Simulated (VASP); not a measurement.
Wanted: the native input for a VASP 6.6.1 run.

```yaml
Task: single point
Functional: r2SCAN
Potentials_or_basis: VASP PAW PBE potentials, release 64 (W_sv, O)
Cutoff: 520 eV
k_mesh: 16 × 16 × 16
Occupations: gaussian, width 0.1 eV
Spin: no spin polarisation
Dipole_correction: no
Further_INCAR_settings: ALGO = Normal; EDIFF = 1e-07; NBANDS = 17
```

Crystal: WO.

```
W O
1.0
     0.00000    2.32347    2.32347
     2.32347    0.00000    2.32347
     2.32347    2.32347    0.00000
W O
1 1
Cartesian
  0.0000 0.0000 0.0000
  1.1617 1.1617 1.1617
```

These files were run (other wordings do the same):

POSCAR

```
WO
1.0
    0.0000000000      2.3234686790      2.3234686790
    2.3234686790      0.0000000000      2.3234686790
    2.3234686790      2.3234686790      0.0000000000
W O
1 1
Direct
    0.0000000000      0.0000000000      0.0000000000
    0.2500000000      0.2500000000      0.2500000000
```

INCAR.step1

```
PREC     = Accurate       # precision mode
ENCUT    = 520            # plane-wave cutoff, eV
ISMEAR   = 0              # smearing method
SIGMA    = 0.1            # smearing width, eV
LREAL    = False          # projectors in reciprocal space
LASPH    = True           # aspherical terms in the spheres
NELM     = 80             # most SCF steps
NBANDS   = 17             # bands
GGA      = PE             # functional
ALGO     = Normal         # electronic algorithm
EDIFF    = 1E-4           # SCF threshold, eV
LWAVE    = True           # write WAVECAR
LCHARG   = False          # write CHGCAR
```

INCAR.step2

```
PREC     = Accurate       # precision mode
ENCUT    = 520            # plane-wave cutoff, eV
EDIFF    = 1E-7           # SCF threshold, eV
ISMEAR   = 0              # smearing method
SIGMA    = 0.1            # smearing width, eV
LREAL    = False          # projectors in reciprocal space
LASPH    = True           # aspherical terms in the spheres
NELM     = 80             # most SCF steps
ALGO     = Normal         # electronic algorithm
ISIF     = 2              # what is computed and relaxed
LWAVE    = False          # write WAVECAR
LCHARG   = False          # write CHGCAR
METAGGA  = R2SCAN         # meta-GGA
LMIXTAU  = True         
NBANDS   = 17             # bands
ISTART   = 1
```

KPOINTS

```
Automatic mesh
0
Gamma
  16 16 16
```

Potentials or basis: VASP PAW PBE potentials, release 64 (W_sv, O).

Command:

```bash
$ cat potpaw_PBE.64/W_sv/POTCAR potpaw_PBE.64/O/POTCAR > POTCAR
$ cp INCAR.step1 INCAR
$ mpirun -np 1 vasp_std > vasp.out
$ cp INCAR.step2 INCAR
$ mpirun -np 1 vasp_std > vasp.out
```

It gave:

```yaml
Pressure: 6.0 GPa
Band_gap_on_the_k_mesh: zero (bands 10 and 11 overlap by 1.31 eV)
```

Caveat: the cell stands under pressure; the PAW data sets were made with another functional, which shifts forces and pressure a little; spin-orbit coupling is left out, which moves the levels of the heavy elements.

It took 2 min on 1 thread of Intel(R) Xeon(R) Platinum 8488C (Sapphire Rapids), with other jobs on the host, peak memory 0.19 GiB.
